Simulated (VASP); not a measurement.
# HfC (Cm) in VASP: further runs

The runs below take HfC through single point, with PBEsol.

Program: VASP 6.6.1. These are calculated values, not measurements. Logs are shortened: lines on timing, memory, paths and dates and some standing lists are left out, and cuts for length are marked.

### 1 The cell of the first run

It takes space group Cm (No. 8, monoclinic). Conventional cell: a = 5.790 Å, b = 3.343 Å, c = 5.203 Å, α = 90.00°, β = 90.00°, γ = 90.00°. Within 2.9 Å of Hf (site symmetry m) lie 6 C at 2.16 to 2.42 Å. Within 3.0 Å of Hf (site symmetry m) lie 6 C at 2.25 to 2.50 Å. C (site symmetry m) has 6 Hf at 2.16 to 2.50 Å and 2 C at 2.61 Å within 2.9 Å. Within 3.1 Å of C (site symmetry m) lie 6 Hf at 2.33 Å and 2 C at 2.61 Å.

### 2 Single point, PBEsol

Contents of INCAR:

```
SYSTEM = HfC
PREC = Accurate
ENCUT = 700
EDIFF = 1E-6
ISMEAR = 0
SIGMA = 0.1
LREAL = .FALSE.
LASPH = .TRUE.
NELM = 120
ALGO = Normal
ISIF = 2
LWAVE = .FALSE.
LCHARG = .FALSE.
GGA = PS
ISYM = -1
NBANDS = 22
GGA_COMPAT = .FALSE.
```

Contents of KPOINTS:

```
explicit points
72
Reciprocal
  0.08333333   0.08333333   0.12500000 2
  0.08333333   0.08333333   0.37500000 2
  0.08333333   0.08333333   0.62500000 2
  0.08333333   0.08333333   0.87500000 2
  0.08333333   0.25000000   0.12500000 2
  0.08333333   0.25000000   0.37500000 2
  0.08333333   0.25000000   0.62500000 2
  0.08333333   0.25000000   0.87500000 2
  0.08333333   0.41666667   0.12500000 2
  0.08333333   0.41666667   0.37500000 2
  0.08333333   0.41666667   0.62500000 2
  0.08333333   0.41666667   0.87500000 2
  0.08333333   0.58333333   0.12500000 2
  0.08333333   0.58333333   0.37500000 2
  0.08333333   0.58333333   0.62500000 2
  0.08333333   0.58333333   0.87500000 2
  0.08333333   0.75000000   0.12500000 2
  0.08333333   0.75000000   0.37500000 2
  0.08333333   0.75000000   0.62500000 2
  0.08333333   0.75000000   0.87500000 2
  0.08333333   0.91666667   0.12500000 2
  0.08333333   0.91666667   0.37500000 2
  0.08333333   0.91666667   0.62500000 2
  0.08333333   0.91666667   0.87500000 2
  0.25000000   0.08333333   0.12500000 2
  0.25000000   0.08333333   0.37500000 2
  0.25000000   0.08333333   0.62500000 2
  0.25000000   0.08333333   0.87500000 2
  0.25000000   0.25000000   0.12500000 2
  0.25000000   0.25000000   0.37500000 2
  0.25000000   0.25000000   0.62500000 2
  0.25000000   0.25000000   0.87500000 2
  0.25000000   0.41666667   0.12500000 2
  0.25000000   0.41666667   0.37500000 2
  0.25000000   0.41666667   0.62500000 2
  0.25000000   0.41666667   0.87500000 2
  0.25000000   0.58333333   0.12500000 2
  0.25000000   0.58333333   0.37500000 2
  0.25000000   0.58333333   0.62500000 2
  0.25000000   0.58333333   0.87500000 2
  0.25000000   0.75000000   0.12500000 2
  0.25000000   0.75000000   0.37500000 2
  0.25000000   0.75000000   0.62500000 2
  0.25000000   0.75000000   0.87500000 2
  0.25000000   0.91666667   0.12500000 2
  0.25000000   0.91666667   0.37500000 2
  0.25000000   0.91666667   0.62500000 2
  0.25000000   0.91666667   0.87500000 2
  0.41666667   0.08333333   0.12500000 2
  0.41666667   0.08333333   0.37500000 2
  0.41666667   0.08333333   0.62500000 2
  0.41666667   0.08333333   0.87500000 2
  0.41666667   0.25000000   0.12500000 2
  0.41666667   0.25000000   0.37500000 2
  0.41666667   0.25000000   0.62500000 2
  0.41666667   0.25000000   0.87500000 2
  0.41666667   0.41666667   0.12500000 2
  0.41666667   0.41666667   0.37500000 2
  0.41666667   0.41666667   0.62500000 2
  0.41666667   0.41666667   0.87500000 2
  0.41666667   0.58333333   0.12500000 2
  0.41666667   0.58333333   0.37500000 2
  0.41666667   0.58333333   0.62500000 2
  0.41666667   0.58333333   0.87500000 2
  0.41666667   0.75000000   0.12500000 2
  0.41666667   0.75000000   0.37500000 2
  0.41666667   0.75000000   0.62500000 2
  0.41666667   0.75000000   0.87500000 2
  0.41666667   0.91666667   0.12500000 2
  0.41666667   0.91666667   0.37500000 2
  0.41666667   0.91666667   0.62500000 2
  0.41666667   0.91666667   0.87500000 2
```

Contents of POSCAR:

```
HfC
1.0
    3.3428660000      0.0000000000      0.0000000000
   -1.6714330000      2.8950070000      0.0000000000
    0.0000000000      0.0000000000      5.2027140000
Hf C
2 2
Direct
    0.6666666667      0.3333333333      0.7500000000
    0.3333333333      0.6666666667      0.2500000000
   -0.0345422308     -0.0690844616      0.0000000000
    0.0000000000      0.0000000000      0.5000000000
```

Potentials or basis: VASP PAW PBE potentials, release 64 (Hf_pv, C).

Command:

```
> cat potpaw_PBE.64/Hf_pv/POTCAR potpaw_PBE.64/C/POTCAR > POTCAR
> mpirun -np 1 vasp_std > vasp.out
```

OUTCAR:

```text
SYSTEM = HfC
   PREC = Accurate
   ENCUT = 700
   EDIFF = 1E-6
   ISMEAR = 0
   LREAL = .FALSE.
   LASPH = .TRUE.
   NELM = 120
   ISIF = 2
   GGA = PS
   ISYM = -1

 ion  position               nearest neighbor table
   1  0.667  0.333  0.750-   3 2.16   4 2.33   4 2.33   4 2.33   3 2.42   3 2.42   2 3.24   2 3.24
                             2 3.24   2 3.24   2 3.24   2 3.24
   2  0.333  0.667  0.250-   3 2.25   3 2.25   4 2.33   4 2.33   4 2.33   3 2.50   1 3.24   1 3.24
                             1 3.24   1 3.24   1 3.24   1 3.24
   3  0.965  0.931  0.000-   1 2.16   2 2.25   2 2.25   1 2.42   1 2.42   2 2.50
   4  0.000  0.000  0.500-   1 2.33   2 2.33   1 2.33   2 2.33   1 2.33   2 2.33

IMPORTANT INFORMATION: All symmetrisations will be switched off!
NOSYMM: (Re-)initialisation of all symmetry stuff for point group C_1.

----------------------------------------------------------------------------------------

                                     Primitive cell

  volume of cell :      50.3499

  direct lattice vectors                    reciprocal lattice vectors
     3.342866000  0.000000000  0.000000000     0.299144507  0.172711154  0.000000000
    -1.671433000  2.895007000  0.000000000     0.000000000  0.345422308  0.000000000
     0.000000000  0.000000000  5.202714000     0.000000000  0.000000000  0.192207375

  length of vectors
     3.342866000  3.342866106  5.202714000     0.345422319  0.345422308  0.192207375

  position of ions in fractional coordinates (direct lattice)
     0.666666667  0.333333333  0.750000000
     0.333333333  0.666666667  0.250000000
     0.965457769  0.930915538  0.000000000
     0.000000000  0.000000000  0.500000000

  ion indices of the primitive-cell ions
   primitive index   ion index
                 1           1
                 2           2
                 3           3
                 4           4

----------------------------------------------------------------------------------------

 KPOINTS: explicit points

Read explicit list of k-points.

 Found     72 k-points:

 Following reciprocal coordinates:
            Coordinates               Weight
  0.083333  0.083333  0.125000      0.013889
  0.083333  0.083333  0.375000      0.013889
  0.083333  0.083333  0.625000      0.013889
  0.083333  0.083333  0.875000      0.013889
  0.083333  0.250000  0.125000      0.013889
  0.083333  0.250000  0.375000      0.013889
[... 16 lines left out ...]
  0.083333  0.916667  0.625000      0.013889
  0.083333  0.916667  0.875000      0.013889
 [... further k-points ...]
   k-points           NKPTS =     72   k-points in BZ     NKDIM =     72   number of bands    NBANDS=     22
   number of dos      NEDOS =    301   number of ions     NIONS =      4
   total plane-waves  NPLWV =  43200
   dimension x,y,z NGX =    30 NGY =   30 NGZ =   48
   dimension x,y,z NGXF=    60 NGYF=   60 NGZF=   96
   ions per type =               2   2
   NGX,Y,Z   is equivalent  to a cutoff of  14.92, 14.92, 15.34 a.u.
   NGXF,Y,Z  is equivalent  to a cutoff of  29.84, 29.84, 30.68 a.u.
 SYSTEM =  HfC
   PREC   = accura    normal or accurate (medium, high low for compatibility)
   ISTART =      0    job   : 0-new  1-cont  2-samecut
   ICHARG =      2    charge: 1-file 2-atom 10-const
   ISPIN  =      1    spin polarized calculation?
   LNONCOLLINEAR =      F non collinear calculations
   LSORBIT =      F    spin-orbit coupling
   LASPH  =      T    aspherical Exc in radial PAW
   ENCUT  =  700.0 eV  51.45 Ry    7.17 a.u.   7.21  7.21 11.22*2*pi/ulx,y,z
   NELM   =    120;   NELMIN=  2; NELMDL= -5     # of ELM steps
   EDIFF  = 0.1E-05   stopping-criterion for ELM
   LREAL  =      F    real-space projection
   EDIFFG = 0.1E-04   stopping-criterion for IOM
   NSW    =      0    number of steps for IOM
   IBRION =     -1    ionic relax: 0-MD 1-quasi-New 2-CG
   NFREE  =      0    steps in history (QN), initial steepest desc. (CG)
   ISIF   =      2    stress and relaxation
   ISYM   =     -1    0-nonsym 1-usesym 2-fastsym
   POTIM  = 0.5000    time-step for ionic-motion
   TEBEG  =    0.0;   TEEND  =   0.0 temperature during run
   PSTRESS=    0.0 pullay stress
   NELECT =      28.0000    total number of electrons
   NUPDOWN=      -1.0000    fix difference up-down
   EMIN   =  10.00;   EMAX   =-10.00  energy-range for DOS
   EFERMI =   0.00;   METHOD = LEGACY
   ISMEAR =     0;   SIGMA  =   0.10  broadening in eV -4-tet -1-fermi 0-gaus
   EFERMI_NEDOS =   21; number of points for ismear=-14 and -15
   IALGO  =     38    algorithm
   IMIX   =      4    mixing-type and parameters
     AMIX     =   0.40;   BMIX     =  1.00
     AMIX_MAG =   1.60;   BMIX_MAG =  1.00
  volume/ion in A,a.u.               =      12.59        84.94
  Fermi-wavevector in a.u.,A,eV,Ry     =   1.346257  2.544057 24.659309  1.812408
  Thomas-Fermi vector in A             =   2.474104
   LORBIT       =      0    0 simple, 1 ext, 2 COOP (PROOUT), +10 PAW based schemes
   GGA     = PS    functional components
   LHFCALC =     F    Hartree Fock is set to
   AEXX    =    0.0000 exact exchange contribution
   IVDW    =     0    specifies the selected vdW correction
   LEPSILON=     F    determine dielectric tensor
   LRPA    =     F    only Hartree local field effects (RPA)
 non-spin polarized calculation
 Gauss-broadening in eV      SIGMA  =   0.10
  energy-cutoff  :      700.00
  volume of cell :       50.35
 maximum number of plane-waves:      2124
 NGX is ok and might be reduce to    30
   NGX = 15   NGY = 15   NGZ = 23

 number of electron      28.0000002 magnetization

 Free energy of the ion-electron system (eV)
  ---------------------------------------------------
  ext. energy  EPLUGINS =         0.00000000
  ---------------------------------------------------
  free energy    TOTEN  =       -43.35210590 eV

  energy without entropy =      -43.34759015  energy(sigma->0) =      -43.34984803

 E-fermi :   6.5515     XC(G=0): -12.4071

 val. band max:        6.5314247476   @ k =   0.2500   0.5833   0.3750
 cond. band min:       6.5572027879   @ k =   0.2500   0.5833   0.6250
 fundamental gap:      0.0257780403
 Fermi energy:         6.5515237772

 k-point     1 :       0.0833    0.0833    0.1250
  band No.  band energies     occupation
      1     -24.2461      2.00000
      2     -23.8076      2.00000
      3     -23.7830      2.00000
      4     -23.7162      2.00000
      5     -23.6474      2.00000
      6     -23.5965      2.00000
[... 14 lines left out ...]
     21      11.5329      0.00000
     22      12.8271      0.00000

 k-point     2 :       0.0833    0.0833    0.3750
  band No.  band energies     occupation
      1     -24.0909      2.00000
      2     -23.8822      2.00000
      3     -23.7584      2.00000
      4     -23.7282      2.00000
      5     -23.6807      2.00000
      6     -23.6715      2.00000
[... 14 lines left out ...]
     21      11.8654      0.00000
     22      12.2785      0.00000

 k-point     3 :       0.0833    0.0833    0.6250
  band No.  band energies     occupation
      1     -24.0965      2.00000
      2     -23.8744      2.00000
      3     -23.7561      2.00000
      4     -23.7294      2.00000
      5     -23.6834      2.00000
      6     -23.6719      2.00000
[... 14 lines left out ...]
     21      11.6933      0.00000
     22      12.4538      0.00000

 k-point     4 :       0.0833    0.0833    0.8750
  band No.  band energies     occupation
      1     -24.2481      2.00000
      2     -23.8053      2.00000
      3     -23.7824      2.00000
      4     -23.7153      2.00000
      5     -23.6477      2.00000
      6     -23.5978      2.00000
[... 14 lines left out ...]
     21      11.6232      0.00000
     22      12.8132      0.00000

 k-point     5 :       0.0833    0.2500    0.1250
  band No.  band energies     occupation
      1     -24.1458      2.00000
      2     -24.0170      2.00000
      3     -23.9368      2.00000
      4     -23.8207      2.00000
      5     -23.6829      2.00000
      6     -23.6452      2.00000
[... 14 lines left out ...]
     21      12.6294      0.00000
     22      13.0243      0.00000

 k-point     6 :       0.0833    0.2500    0.3750
  band No.  band energies     occupation
      1     -24.1459      2.00000
      2     -24.0681      2.00000
      3     -23.8377      2.00000
      4     -23.7888      2.00000
      5     -23.7312      2.00000
      6     -23.6788      2.00000
[... 14 lines left out ...]
     21      12.9201      0.00000
     22      13.2802      0.00000

 k-point     7 :       0.0833    0.2500    0.6250
  band No.  band energies     occupation
      1     -24.1559      2.00000
      2     -24.0598      2.00000
      3     -23.8336      2.00000
      4     -23.7884      2.00000
      5     -23.7318      2.00000
      6     -23.6808      2.00000
[... 324 lines left out ...]
      6     -23.6149      2.00000
[... 14 lines left out ...]
     21      12.1615      0.00000
     22      12.9056      0.00000

 k-point    21 :       0.0833    0.9167    0.1250
  band No.  band energies     occupation
      1     -24.2752      2.00000
      2     -23.7549      2.00000
      3     -23.7367      2.00000
      4     -23.6732      2.00000
      5     -23.6409      2.00000
      6     -23.5914      2.00000
[... 14 lines left out ...]
     21      10.9597      0.00000
     22      13.2231      0.00000

 k-point    22 :       0.0833    0.9167    0.3750
  band No.  band energies     occupation
      1     -24.0951      2.00000
      2     -23.8301      2.00000
      3     -23.7198      2.00000
      4     -23.7096      2.00000
      5     -23.6736      2.00000
      6     -23.6628      2.00000
[... 14 lines left out ...]
     21      11.1926      0.00000
     22      11.8064      0.00000

 k-point    23 :       0.0833    0.9167    0.6250
  band No.  band energies     occupation
      1     -24.0934      2.00000
      2     -23.8330      2.00000
      3     -23.7222      2.00000
      4     -23.7064      2.00000
      5     -23.6714      2.00000
      6     -23.6646      2.00000
[... 14 lines left out ...]
     21      11.3353      0.00000
     22      12.0407      0.00000

 k-point    24 :       0.0833    0.9167    0.8750
  band No.  band energies     occupation
      1     -24.2746      2.00000
      2     -23.7555      2.00000
      3     -23.7371      2.00000
      4     -23.6734      2.00000
      5     -23.6405      2.00000
      6     -23.5912      2.00000
[... 14 lines left out ...]
     21      10.8363      0.00000
     22      13.0444      0.00000

 [... further k-points ...]

------------------------ aborting loop because EDIFF is reached ----------------------------------------

  FORCE on cell =-STRESS in cart. coord.  units (eV):
  Direction    XX          YY          ZZ          XY          YZ          ZX
  --------------------------------------------------------------------------------------
  -------------------------------------------------------------------------------------
  Total       -2.0036658     -2.0295993     -1.5151980      0.0588484      0.5699985      0.0010856
  in kB      -63.7583871    -64.5836151    -48.2149173      1.8726059     18.1378490      0.0345443
  external PRESSURE =     -58.8523065 kB  Pullay stress =       0.0000000 kB

 VOLUME and BASIS-vectors are now :
 -----------------------------------------------------------------------------
  energy-cutoff  :      700.00
  volume of cell :       50.35
      direct lattice vectors                 reciprocal lattice vectors
     3.342866000  0.000000000  0.000000000     0.299144507  0.172711154  0.000000000
    -1.671433000  2.895007000  0.000000000     0.000000000  0.345422308  0.000000000
     0.000000000  0.000000000  5.202714000     0.000000000  0.000000000  0.192207375

 POSITION                                       TOTAL-FORCE (eV/Angst)
 -----------------------------------------------------------------------------------
      1.67143      0.96500      3.90204         0.028194     -1.745423     -0.325474
     -0.00000      1.93000      1.30068        -0.024979     -1.299487      0.259229
      1.67143      2.69501      0.00000        -0.045480      2.386548      0.062550
      0.00000      0.00000      2.60136         0.042265      0.658362      0.003695
 -----------------------------------------------------------------------------------
    total drift:                               -0.000003      0.000050     -0.000024

  FREE ENERGIE OF THE ION-ELECTRON SYSTEM (eV)
  ---------------------------------------------------
  free  energy   TOTEN  =       -43.3521059046 eV

  energy  without entropy=      -43.3475901466  energy(sigma->0) =      -43.34984803
```

It took 96 s on 1 thread of Intel Xeon Platinum 8375C at 2.90GHz (Ice Lake), shared host; peak memory 0.26 GiB.

Results:

* Free energy: -43.3521 eV
* Pressure: -5.9 GPa
* Largest force: 2.388 eV/Å
* Band gap on the k mesh: zero (bands 14 and 15 overlap by 0.11 eV)

Forces on the atoms (eV/Å):
```
Hf   0.028 -1.745 -0.325
Hf  -0.025 -1.299  0.259
C   -0.045  2.387  0.063
C    0.042  0.658  0.004
```

Levels at points of the mesh, in eV from the Fermi level:
| k point | band 12 | band 13 | band 14 | band 15 | band 16 | band 17 |
| --- | --- | --- | --- | --- | --- | --- |
| (0.08, 0.08, 0.12) | -2.38 | -2.18 | -0.27 | 0.26 | 1.74 | 2.18 |

Caveat: the cell stands under tension; the PAW data sets were made with another functional, which shifts forces and pressure a little; spin-orbit coupling is left out, which moves the levels of the heavy elements.

### 3 Single point, PBEsol

Contents of INCAR:

```
PREC = Accurate
ENCUT = 700
EDIFF = 1E-6
ISMEAR = 0
SIGMA = 0.1
LREAL = False
LASPH = True
NELM = 120
ALGO = Normal
ISIF = 2
LWAVE = False
LCHARG = True
GGA = PS
LELF = True
LVHAR = True
ISYM = -1
NBANDS = 22
GGA_COMPAT = False
```

KPOINTS is that of step 2.

Changes to POSCAR since step 2:

```diff
@@ -10,3 +10,3 @@
     0.3333333333      0.6666666667      0.2500000000
-   -0.0345422308     -0.0690844616      0.0000000000
+    0.0345422308      0.0690844616      0.0000000000
     0.0000000000      0.0000000000      0.5000000000
```

Potentials or basis: VASP PAW PBE potentials, release 64 (Hf_pv, C).

Command:

```
> cat potpaw_PBE.64/Hf_pv/POTCAR potpaw_PBE.64/C/POTCAR > POTCAR
> mpirun -np 1 vasp_std > vasp.out
```

Wall time 1.7 min (1 thread of Intel Xeon Platinum 8375C at 2.90GHz (Ice Lake), shared host); peak memory 0.26 GiB.

It converged, with:

- Free energy: -43.3521 eV
- Pressure: -5.9 GPa
- Largest force: 2.388 eV/Å
- Band gap on the k mesh: zero (bands 14 and 15 overlap by 0.11 eV)

Forces in eV/Å, atoms in the order of the input:
```
Hf   0.025  1.299 -0.259
Hf  -0.028  1.745  0.325
C    0.045 -2.387 -0.063
C   -0.042 -0.658 -0.004
```

Stress tensor (GPa, compression positive):
```
-6.38  0.19  0.00
 0.19 -6.46  1.81
 0.00  1.81 -4.82
```

Levels at points of the mesh, in eV from the Fermi level:
| k point | band 10 | band 11 | band 12 | band 13 | band 14 | band 15 | band 16 | band 17 | band 18 | band 19 |
| --- | --- | --- | --- | --- | --- | --- | --- | --- | --- | --- |
| (0.08, 0.08, 0.12) | -4.13 | -3.12 | -2.38 | -2.18 | -0.27 | 0.26 | 1.74 | 2.18 | 2.87 | 3.65 |

Caveat: the cell stands under tension; the PAW data sets were made with another functional, which shifts forces and pressure a little; spin-orbit coupling is left out, which moves the levels of the heavy elements.

The gap in the log of VASP goes by the Fermi energy; the results here count the filled bands.